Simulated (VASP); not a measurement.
Here is a VASP 6.6.1 calculation.

INCAR

```
PREC = Accurate ; ENCUT = 520
EDIFF = 1E-6 ; ISMEAR = 0
SIGMA = 0.15 ; LREAL = False
LASPH = True ; NELM = 60
ALGO = Normal ; ISIF = 2
LWAVE = False ; LCHARG = False
GGA = CA ; NBANDS = 15
```

The input KPOINTS:

```
Automatic mesh
0
Gamma
  18 18 18
```

File POSCAR:

```
TaN
1.0
    0.0000000000      2.2031871567      2.1742693740
    2.2031871567      0.0000000000      2.1742693740
    2.2031871567      2.2031871567      0.0000000000
Ta N
1 1
Direct
    0.4967281469      0.5032718531      0.5032718531
    0.0422670719     -0.0422670719     -0.0422670719
```

Potentials or basis: VASP PAW LDA potentials, release 64 (Ta_pv, N).

Launch:

```sh
$ cat potpaw_LDA.64/Ta_pv/POTCAR potpaw_LDA.64/N/POTCAR > POTCAR
$ mpirun -np 1 vasp_std > vasp.out
```

(1) What does it give for the pressure?

(2) What does it give for the largest force?

(3) Predict the band gap on the k mesh.

Answers

(1) -0.6 GPa.

(2) 1.893 eV/Å.

(3) zero (bands 8 and 9 overlap by 3.26 eV).

Caveat: the cell differs from its parent crystal (atoms displaced along a vibrational mode, the cell strained); spin-orbit coupling is left out, which moves the levels of the heavy elements; forces of over 1 eV/Å act on the atoms, so gaps and moduli don't describe the material at rest.
